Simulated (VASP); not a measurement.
# AlN (P6_3mc) in VASP: single point with PBEsol

Aim: the single point of AlN with PBEsol.

All numbers are computed with VASP 6.6.1; they aren't measurements. Logs are shortened: lines on timing, memory, paths and dates and some standing lists are left out, and cuts for length are marked.

## 1. The cell of the first run

The structure is hexagonal, space group P6_3mc (No. 186). The conventional cell has a = 3.114 Å, b = 3.114 Å, c = 4.983 Å, α = 90.00°, β = 90.00°, γ = 120.00°. Within 2.5 Å of Al (site symmetry 3m) lie 4 N at 1.89 to 1.90 Å. Within 2.5 Å of N (site symmetry 3m) lie 4 Al at 1.89 to 1.90 Å.

## 2. Single point, PBEsol

INCAR

```
SYSTEM = AlN
PREC     = Accurate       ! precision mode
ENCUT    = 600            ! plane-wave cutoff, eV
EDIFF    = 1E-6           ! SCF threshold, eV
ISMEAR   = 0              ! smearing method
SIGMA    = 0.02           ! smearing width, eV
LREAL    = .False.        ! projectors in reciprocal space
LASPH    = .True.         ! aspherical terms in the spheres
NELM     = 120            ! most SCF steps
ALGO     = Normal         ! electronic algorithm
ISIF     = 2              ! what is computed and relaxed
LWAVE    = .False.        ! write WAVECAR
LCHARG   = .False.        ! write CHGCAR
GGA      = PS             ! functional
NBANDS   = 16             ! bands
GGA_COMPAT= .False.
```

KPOINTS

```
regular mesh
0
Gamma
  6 6 4
  0 0 0
```

POSCAR

```
AlN
1.0
    3.1135756513      0.0000000000      0.0000000000
   -1.5567878256      2.6964356106      0.0000000000
    0.0000000000      0.0000000000      4.9831268807
Al N
2 2
Direct
    0.3333333333      0.6666666667     -0.0000061733
    0.6666666667      0.3333333333      0.4999938267
    0.3333333333      0.6666666667      0.3820061733
    0.6666666667      0.3333333333      0.8820061733
```

Potentials or basis: VASP PAW PBE potentials, release 64 (Al, N).

Started as:

```bash
$ cat potpaw_PBE.64/Al/POTCAR potpaw_PBE.64/N/POTCAR > POTCAR
$ mpirun -np 1 vasp_std > vasp.out
```

OUTCAR:

```text
SYSTEM = AlN
   PREC = Accurate
   ENCUT = 600
   EDIFF = 1E-6
   ISMEAR = 0
   LREAL = .False.
   LASPH = .True.
   NELM = 120
   ISIF = 2
   GGA = PS

 ion  position               nearest neighbor table
   1  0.333  0.667  1.000-   4 1.89   4 1.89   4 1.89   3 1.90   2 3.07   2 3.07   2 3.07   2 3.07
                             2 3.07   2 3.07
   2  0.667  0.333  0.500-   3 1.89   3 1.89   3 1.89   4 1.90   1 3.07   1 3.07   1 3.07   1 3.07
                             1 3.07   1 3.07
   3  0.333  0.667  0.382-   2 1.89   2 1.89   2 1.89   1 1.90
   4  0.667  0.333  0.882-   1 1.89   1 1.89   1 1.89   2 1.90

  LATTYP: Found a hexagonal cell.
 ALAT       =     3.1135756513
 C/A-ratio  =     1.6004515190

  Lattice vectors:

 A1 = (   3.1135756513,   0.0000000000,   0.0000000000)
 A2 = (  -1.5567878256,   2.6964356106,   0.0000000000)
 A3 = (   0.0000000000,   0.0000000000,   4.9831268807)

Analysis of symmetry for initial positions (statically):
=====================================================================
 Subroutine PRICEL returns:
 Original cell was already a primitive cell.

 Routine SETGRP: Setting up the symmetry group for a
 hexagonal supercell.

 Subroutine GETGRP returns: Found 12 space group operations
 (whereof  6 operations were pure point group operations)
 out of a pool of 24 trial point group operations.

The static configuration has the point symmetry C_3v.
 The point group associated with its full space group is C_6v.

Analysis of symmetry for dynamics (positions and initial velocities):
=====================================================================
 Subroutine PRICEL returns:
 Original cell was already a primitive cell.

 Routine SETGRP: Setting up the symmetry group for a
 hexagonal supercell.

 Subroutine GETGRP returns: Found 12 space group operations
 (whereof  6 operations were pure point group operations)
 out of a pool of 24 trial point group operations.

The dynamic configuration has the point symmetry C_3v.
 The point group associated with its full space group is C_6v.

 Subroutine INISYM returns: Found 12 space group operations
 (whereof  6 operations are pure point group operations),
 and found     1 'primitive' translations

----------------------------------------------------------------------------------------

                                     Primitive cell

  volume of cell :      41.8361

[... 90 lines left out ...]
   EDIFFG = 0.1E-04   stopping-criterion for IOM
   NSW    =      0    number of steps for IOM
   IBRION =     -1    ionic relax: 0-MD 1-quasi-New 2-CG
   NFREE  =      0    steps in history (QN), initial steepest desc. (CG)
   ISIF   =      2    stress and relaxation
   ISYM   =      2    0-nonsym 1-usesym 2-fastsym
   POTIM  = 0.5000    time-step for ionic-motion
   TEBEG  =    0.0;   TEEND  =   0.0 temperature during run
   PSTRESS=    0.0 pullay stress
   NELECT =      16.0000    total number of electrons
   NUPDOWN=      -1.0000    fix difference up-down
   EMIN   =  10.00;   EMAX   =-10.00  energy-range for DOS
   EFERMI =   0.00;   METHOD = LEGACY
   ISMEAR =     0;   SIGMA  =   0.02  broadening in eV -4-tet -1-fermi 0-gaus
   EFERMI_NEDOS =   21; number of points for ismear=-14 and -15
   IALGO  =     38    algorithm
   IMIX   =      4    mixing-type and parameters
     AMIX     =   0.40;   BMIX     =  1.00
     AMIX_MAG =   1.60;   BMIX_MAG =  1.00
  volume/ion in A,a.u.               =      10.46        70.58
  Fermi-wavevector in a.u.,A,eV,Ry     =   1.188313  2.245587 19.212636  1.412089
  Thomas-Fermi vector in A             =   2.324446
   LORBIT       =      0    0 simple, 1 ext, 2 COOP (PROOUT), +10 PAW based schemes
   GGA     = PS    functional components
   LHFCALC =     F    Hartree Fock is set to
   AEXX    =    0.0000 exact exchange contribution
   IVDW    =     0    specifies the selected vdW correction
   LEPSILON=     F    determine dielectric tensor
   LRPA    =     F    only Hartree local field effects (RPA)
 non-spin polarized calculation
 Gauss-broadening in eV      SIGMA  =   0.02
  energy-cutoff  :      600.00
  volume of cell :       41.84
 maximum number of plane-waves:      1412
 NGX is ok and might be reduce to    28
   NGX = 13   NGY = 13   NGZ = 19

 number of electron      15.9999999 magnetization

 Free energy of the ion-electron system (eV)
  ---------------------------------------------------
  ext. energy  EPLUGINS =         0.00000000
  ---------------------------------------------------
  free energy    TOTEN  =       -31.31432606 eV

  energy without entropy =      -31.31432606  energy(sigma->0) =      -31.31432606

 E-fermi :   6.1557     XC(G=0): -11.1003

 val. band max:        6.0546003407   @ k =   0.0000   0.0000   0.0000
 cond. band min:      10.1665751758   @ k =   0.0000   0.0000   0.0000
 fundamental gap:      4.1119748351
 Fermi energy:         6.1557071377

 k-point     1 :       0.0000    0.0000    0.0000
  band No.  band energies     occupation
      1      -9.1098      2.00000
      2      -6.9291      2.00000
      3       0.0019      2.00000
      4       5.1754      2.00000
      5       5.1754      2.00000
      6       5.8298      2.00000
[... 376 lines left out ...]
      3       1.1748      2.00000
      4       1.1748      2.00000
      5       2.1345      2.00000
      6       2.1345      2.00000
[... 8 lines left out ...]
     15      19.7134      0.00000
     16      19.7134      0.00000

------------------------ aborting loop because EDIFF is reached ----------------------------------------

  FORCE on cell =-STRESS in cart. coord.  units (eV):
  Direction    XX          YY          ZZ          XY          YZ          ZX
  --------------------------------------------------------------------------------------
  -------------------------------------------------------------------------------------
  Total       -0.0383932     -0.0383932     -0.0480572     -0.0000000     -0.0000000      0.0000000
  in kB       -1.4703239     -1.4703239     -1.8404224     -0.0000000     -0.0000000      0.0000000
  external PRESSURE =      -1.5936901 kB  Pullay stress =       0.0000000 kB

 VOLUME and BASIS-vectors are now :
 -----------------------------------------------------------------------------
  energy-cutoff  :      600.00
  volume of cell :       41.84
      direct lattice vectors                 reciprocal lattice vectors
     3.113575651  0.000000000  0.000000000     0.321174146  0.185429979  0.000000000
    -1.556787826  2.696435611  0.000000000     0.000000000  0.370859959  0.000000000
     0.000000000  0.000000000  4.983126881     0.000000000  0.000000000  0.200677210

 POSITION                                       TOTAL-FORCE (eV/Angst)
 -----------------------------------------------------------------------------------
     -0.00000      1.79762      4.98310         0.000000     -0.000000     -0.000155
      1.55679      0.89881      2.49153        -0.000000      0.000000     -0.000155
     -0.00000      1.79762      1.90359        -0.000000      0.000000      0.000155
      1.55679      0.89881      4.39515         0.000000      0.000000      0.000155
 -----------------------------------------------------------------------------------
    total drift:                               -0.000000      0.000000      0.000675

  FREE ENERGIE OF THE ION-ELECTRON SYSTEM (eV)
  ---------------------------------------------------
  free  energy   TOTEN  =       -31.3143260578 eV

  energy  without entropy=      -31.3143260578  energy(sigma->0) =      -31.31432606
```

Run time: 15 s. Hardware: 1 thread of AMD EPYC 7R43 (Zen 3), shared host; peak memory 0.14 GiB.

Results:

```yaml
Free_energy: -31.3143 eV
Pressure: -0.2 GPa
Band_gap_on_the_k_mesh: 4.11 eV
```

Caveat: the PAW data sets were made with another functional, which shifts forces and pressure a little.
